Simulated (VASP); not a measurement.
# MnAs (P6_3/mmc) in VASP: single point with r2SCAN

Aim: the single point of MnAs with r2SCAN.

Everything below comes from runs of VASP 6.6.1. Logs are shortened: lines on timing, memory, paths and dates and some standing lists are left out, and cuts for length are marked.

## 1. The cell of the first run

Symmetry: P6_3/mmc, No. 194, hexagonal system. The conventional cell has a = 3.710 Å, b = 3.710 Å, c = 5.691 Å, α = 90.00°, β = 90.00°, γ = 120.00°. Within 3.4 Å of Mn (site symmetry -3m) lie 6 As at 2.57 Å and 2 Mn at 2.85 Å. As (site symmetry -6m2) has 6 Mn at 2.57 Å within 3.4 Å.

## 2. Single point, r2SCAN, collinear spin, antiferromagnetic start

File POSCAR:

```
MnAs
1.0
    3.7100000000      0.0000000000      0.0000000000
   -1.8550000000      3.2129542480      0.0000000000
    0.0000000000      0.0000000000      5.6910000000
Mn As
2 2
Direct
    0.0000000000      0.0000000000      0.0000000000
    0.0000000000      0.0000000000      0.5000000000
    0.3333333330      0.6666666670      0.2500000000
    0.6666666670      0.3333333330      0.7500000000
```

File INCAR.step1:

```
  PREC = Accurate
  ENCUT = 550
  ISMEAR = 0
  SIGMA = 0.1
  LREAL = False
  LASPH = True
  NELM = 200
  ISPIN = 2
  MAGMOM = 3.5 -3.5 0 0
  LMAXMIX = 4
  NBANDS = 30
  GGA = PE
  ALGO = Normal
  EDIFF = 1E-5
  LWAVE = True
  LCHARG = False
  GGA_COMPAT = False
```

File INCAR.step2:

```
  PREC = Accurate
  ENCUT = 550
  EDIFF = 1E-6
  ISMEAR = 0
  SIGMA = 0.1
  LREAL = False
  LASPH = True
  NELM = 200
  ALGO = Normal
  ISIF = 2
  LWAVE = False
  LCHARG = True
  ISPIN = 2
  MAGMOM = 3.5 -3.5 0 0
  LORBIT = 11
  LMAXMIX = 4
  METAGGA = R2SCAN
  LMIXTAU = True
  LELF = True
  LVHAR = True
  NBANDS = 30
  ISTART = 1
  GGA_COMPAT = False
```

File KPOINTS:

```
Automatic mesh
0
Gamma
  6 6 4
```

Potentials or basis: VASP PAW PBE potentials, release 64 (Mn_pv, As).

Launch:

```sh
cat potpaw_PBE.64/Mn_pv/POTCAR potpaw_PBE.64/As/POTCAR > POTCAR
cp INCAR.step1 INCAR
mpirun -np 1 vasp_std > vasp.out
cp INCAR.step2 INCAR
mpirun -np 1 vasp_std > vasp.out
```

OUTCAR:

```text
PREC = Accurate
   ENCUT = 550
   EDIFF = 1E-6
   ISMEAR = 0
   LREAL = False
   LASPH = True
   NELM = 200
   ISIF = 2
   ISPIN = 2
   LORBIT = 11
   METAGGA = R2SCAN
   ISTART = 1

 ion  position               nearest neighbor table
   1  0.000  0.000  0.000-   3 2.57   4 2.57   3 2.57   4 2.57   4 2.57   3 2.57   2 2.85   2 2.85

   2  0.000  0.000  0.500-   3 2.57   4 2.57   3 2.57   4 2.57   4 2.57   3 2.57   1 2.85   1 2.85

   3  0.333  0.667  0.250-   1 2.57   2 2.57   1 2.57   2 2.57   1 2.57   2 2.57
   4  0.667  0.333  0.750-   1 2.57   2 2.57   1 2.57   2 2.57   1 2.57   2 2.57

  LATTYP: Found a hexagonal cell.
 ALAT       =     3.7100000000
 C/A-ratio  =     1.5339622642

  Lattice vectors:

 A1 = (   3.7100000000,   0.0000000000,   0.0000000000)
 A2 = (  -1.8550000000,   3.2129542480,   0.0000000000)
 A3 = (   0.0000000000,   0.0000000000,   5.6910000000)

Analysis of symmetry for initial positions (statically):
=====================================================================
 Subroutine PRICEL returns:
 Original cell was already a primitive cell.

 Routine SETGRP: Setting up the symmetry group for a
 hexagonal supercell.

 Subroutine GETGRP returns: Found 24 space group operations
 (whereof 12 operations were pure point group operations)
 out of a pool of 24 trial point group operations.

The static configuration has the point symmetry D_3d.
 The point group associated with its full space group is D_6h.

Analysis of symmetry for dynamics (positions and initial velocities):
=====================================================================
 Subroutine PRICEL returns:
 Original cell was already a primitive cell.

 Routine SETGRP: Setting up the symmetry group for a
 hexagonal supercell.

 Subroutine GETGRP returns: Found 24 space group operations
 (whereof 12 operations were pure point group operations)
 out of a pool of 24 trial point group operations.

The dynamic configuration has the point symmetry D_3d.
 The point group associated with its full space group is D_6h.

Analysis of structural, dynamic, and magnetic symmetry:
=====================================================================
 Subroutine PRICEL returns:
 Original cell was already a primitive cell.

 Routine SETGRP: Setting up the symmetry group for a
 hexagonal supercell.

 Subroutine GETGRP returns: Found 24 space group operations
 (whereof 12 operations were pure point group operations)
 out of a pool of 24 trial point group operations.

The overall configuration has the point symmetry D_3d.
 The point group associated with its full space group is D_6h.

 Subroutine INISYM returns: Found 24 space group operations
 (whereof 12 operations are pure point group operations),
 and found     1 'primitive' translations

----------------------------------------------------------------------------------------

                                     Primitive cell

  volume of cell :      67.8371

  direct lattice vectors                    reciprocal lattice vectors
     3.710000000  0.000000000  0.000000000     0.269541779  0.155620019  0.000000000
    -1.855000000  3.212954248  0.000000000     0.000000000  0.311240037  0.000000000
     0.000000000  0.000000000  5.691000000     0.000000000  0.000000000  0.175716043

  length of vectors
     3.710000000  3.710000000  5.691000000     0.311240037  0.311240037  0.175716043

  position of ions in fractional coordinates (direct lattice)
     0.000000000  0.000000000  0.000000000
     0.000000000  0.000000000  0.500000000
     0.333333333  0.666666667  0.250000000
     0.666666667  0.333333333  0.750000000

  ion indices of the primitive-cell ions
   primitive index   ion index
                 1           1
                 2           2
                 3           3
                 4           4

----------------------------------------------------------------------------------------

 KPOINTS: Automatic mesh

Automatic generation of k-mesh.
 Grid dimensions read from file:
 generate k-points for:    6    6    4

 Generating k-lattice:

  Cartesian coordinates                     Fractional coordinates (reciprocal lattice)
     0.044923630  0.025936670  0.000000000     0.166666667  0.000000000  0.000000000
     0.000000000  0.051873340  0.000000000     0.000000000  0.166666667  0.000000000
     0.000000000  0.000000000  0.043929011     0.000000000  0.000000000  0.250000000

  Length of vectors
     0.051873340  0.051873340  0.043929011

  Shift w.r.t. Gamma in fractional coordinates (k-lattice)
     0.000000000  0.000000000  0.000000000

 Subroutine IBZKPT returns following result:
 ===========================================

 Found     21 irreducible k-points:

 Following reciprocal coordinates:
            Coordinates               Weight
  0.000000  0.000000  0.000000      1.000000
  0.166667  0.000000  0.000000      6.000000
  0.333333 -0.000000  0.000000      6.000000
  0.500000  0.000000  0.000000      3.000000
  0.166667  0.166667  0.000000      6.000000
  0.333333  0.166667  0.000000     12.000000
[... 13 lines left out ...]
  0.333333  0.166667  0.500000     12.000000
  0.333333  0.333333  0.500000      2.000000
   k-points           NKPTS =     21   k-points in BZ     NKDIM =     21   number of bands    NBANDS=     30
   number of dos      NEDOS =    301   number of ions     NIONS =      4
   total plane-waves  NPLWV =  37632
   dimension x,y,z NGX =    28 NGY =   28 NGZ =   48
   dimension x,y,z NGXF=    56 NGYF=   56 NGZF=   96
   ions per type =               2   2
   NGX,Y,Z   is equivalent  to a cutoff of  12.55, 12.55, 14.02 a.u.
   NGXF,Y,Z  is equivalent  to a cutoff of  25.09, 25.09, 28.04 a.u.
 SYSTEM =  unknown system
   PREC   = accura    normal or accurate (medium, high low for compatibility)
   ISTART =      1    job   : 0-new  1-cont  2-samecut
   ICHARG =      0    charge: 1-file 2-atom 10-const
   ISPIN  =      2    spin polarized calculation?
   LNONCOLLINEAR =      F non collinear calculations
   LSORBIT =      F    spin-orbit coupling
   LASPH  =      T    aspherical Exc in radial PAW
   ENCUT  =  550.0 eV  40.42 Ry    6.36 a.u.   7.09  7.09 10.88*2*pi/ulx,y,z
   NELM   =    200;   NELMIN=  2; NELMDL=  0     # of ELM steps
   EDIFF  = 0.1E-05   stopping-criterion for ELM
   LREAL  =      F    real-space projection
   EDIFFG = 0.1E-04   stopping-criterion for IOM
   NSW    =      0    number of steps for IOM
   IBRION =     -1    ionic relax: 0-MD 1-quasi-New 2-CG
   NFREE  =      0    steps in history (QN), initial steepest desc. (CG)
   ISIF   =      2    stress and relaxation
   ISYM   =      2    0-nonsym 1-usesym 2-fastsym
   POTIM  = 0.5000    time-step for ionic-motion
   TEBEG  =    0.0;   TEEND  =   0.0 temperature during run
   PSTRESS=    0.0 pullay stress
   NELECT =      36.0000    total number of electrons
   NUPDOWN=      -1.0000    fix difference up-down
   EMIN   =  10.00;   EMAX   =-10.00  energy-range for DOS
   EFERMI =   0.00;   METHOD = LEGACY
   ISMEAR =     0;   SIGMA  =   0.10  broadening in eV -4-tet -1-fermi 0-gaus
   EFERMI_NEDOS =   21; number of points for ismear=-14 and -15
   IALGO  =     38    algorithm
   IMIX   =      4    mixing-type and parameters
     AMIX     =   0.40;   BMIX     =  1.00
     AMIX_MAG =   1.60;   BMIX_MAG =  1.00
  volume/ion in A,a.u.               =      16.96       114.45
  Fermi-wavevector in a.u.,A,eV,Ry     =   1.325419  2.504679 23.901852  1.756737
  Thomas-Fermi vector in A             =   2.454882
   LORBIT       =     11    0 simple, 1 ext, 2 COOP (PROOUT), +10 PAW based schemes
   METAGGA = R2SCAN    functional components
   LHFCALC =     F    Hartree Fock is set to
   AEXX    =    0.0000 exact exchange contribution
   IVDW    =     0    specifies the selected vdW correction
   LEPSILON=     F    determine dielectric tensor
   LRPA    =     F    only Hartree local field effects (RPA)
 spin polarized calculation
 Gauss-broadening in eV      SIGMA  =   0.10
  energy-cutoff  :      550.00
  volume of cell :       67.84
 maximum number of plane-waves:      2007
   NGX = 15   NGY = 15   NGZ = 21

 number of electron      35.9999998 magnetization       0.0000000

 number of electron      35.9999998 magnetization      -0.0000000

 Free energy of the ion-electron system (eV)
  ---------------------------------------------------
  ext. energy  EPLUGINS =         0.00000000
  ---------------------------------------------------
  free energy    TOTEN  =       -60.57724869 eV

  energy without entropy =      -60.56125533  energy(sigma->0) =      -60.56925201

 E-fermi :   6.6201     XC(G=0): -11.8217

 val. band max:        6.6145787117   @ k =   0.1667   0.0000   0.5000
 cond. band min:       6.6207086770   @ k =   0.1667   0.0000   0.2500
 fundamental gap:      0.0061299653
 Fermi energy:         6.6201268263

 spin component 1

 k-point     1 :       0.0000    0.0000    0.0000
  band No.  band energies     occupation
      1     -45.6785      1.00000
      2     -45.6785      1.00000
      3     -45.6514      1.00000
      4     -40.7477      1.00000
      5     -40.7118      1.00000
      6     -40.7118      1.00000
[... 682 lines left out ...]
     29      16.8378      0.00000
     30      16.9617      0.00000
 Fermi energy:         6.6201268263

 spin component 2

 k-point     1 :       0.0000    0.0000    0.0000
  band No.  band energies     occupation
      1     -45.6785      1.00000
      2     -45.6785      1.00000
      3     -45.6514      1.00000
      4     -40.7477      1.00000
      5     -40.7118      1.00000
      6     -40.7118      1.00000
[... 682 lines left out ...]
     29      16.8378      0.00000
     30      16.9617      0.00000

------------------------ aborting loop because EDIFF is reached ----------------------------------------

  FORCE on cell =-STRESS in cart. coord.  units (eV):
  Direction    XX          YY          ZZ          XY          YZ          ZX
  --------------------------------------------------------------------------------------
  -------------------------------------------------------------------------------------
  Total       -0.4999300     -0.4999300     -0.0057041      0.0000000     -0.0000000      0.0000000
  in kB      -11.8073573    -11.8073573     -0.1347203      0.0000000     -0.0000000      0.0000000
  external PRESSURE =      -7.9164783 kB  Pullay stress =       0.0000000 kB

 VOLUME and BASIS-vectors are now :
 -----------------------------------------------------------------------------
  energy-cutoff  :      550.00
  volume of cell :       67.84
      direct lattice vectors                 reciprocal lattice vectors
     3.710000000  0.000000000  0.000000000     0.269541779  0.155620019  0.000000000
    -1.855000000  3.212954248  0.000000000     0.000000000  0.311240037  0.000000000
     0.000000000  0.000000000  5.691000000     0.000000000  0.000000000  0.175716043

 POSITION                                       TOTAL-FORCE (eV/Angst)
 -----------------------------------------------------------------------------------
      0.00000      0.00000      0.00000        -0.000000      0.000000      0.000000
      0.00000      0.00000      2.84550        -0.000000      0.000000      0.000000
     -0.00000      2.14197      1.42275         0.000000      0.000000     -0.000000
      1.85500      1.07098      4.26825        -0.000000      0.000000      0.000000
 -----------------------------------------------------------------------------------
    total drift:                                0.000000     -0.000000      0.000000

  FREE ENERGIE OF THE ION-ELECTRON SYSTEM (eV)
  ---------------------------------------------------
  free  energy   TOTEN  =       -60.5772486915 eV

  energy  without entropy=      -60.5612553269  energy(sigma->0) =      -60.56925201

 total charge

# of ion       s       p       d       tot
------------------------------------------
    1        0.297   6.248   5.013  11.558
    2        0.297   6.248   5.013  11.558
    3        1.222   1.582   0.050   2.855
    4        1.222   1.582   0.050   2.855
--------------------------------------------------
tot          3.038  15.660  10.127  28.825

 magnetization (x)

# of ion       s       p       d       tot
------------------------------------------
    1        0.039   0.042   3.483   3.564
    2       -0.039  -0.042  -3.483  -3.564
    3        0.000   0.000   0.000   0.000
    4        0.000   0.000   0.000   0.000
--------------------------------------------------
tot         -0.000   0.000  -0.000  -0.000
```

It took 2.6 min on 1 thread of Intel Xeon 6975P-C (Granite Rapids), shared host; peak memory 0.27 GiB.

Results:

```
Free energy                                           : -60.5772 eV
Pressure                                              : -0.8 GPa
Band gap on the k mesh                                : zero (filled and empty bands overlap)
Net moment                                            : 0.00 μB per cell
Site moments                                          : Mn +3.56, -3.56; As +0.00 μB
Valence electrons inside the program's atomic spheres : Mn 11.56; As 2.85
```

Caveat: the antiferromagnetic order is the one typed at the start, and another may lie lower; the PAW data sets were made with another functional, which shifts forces and pressure a little.
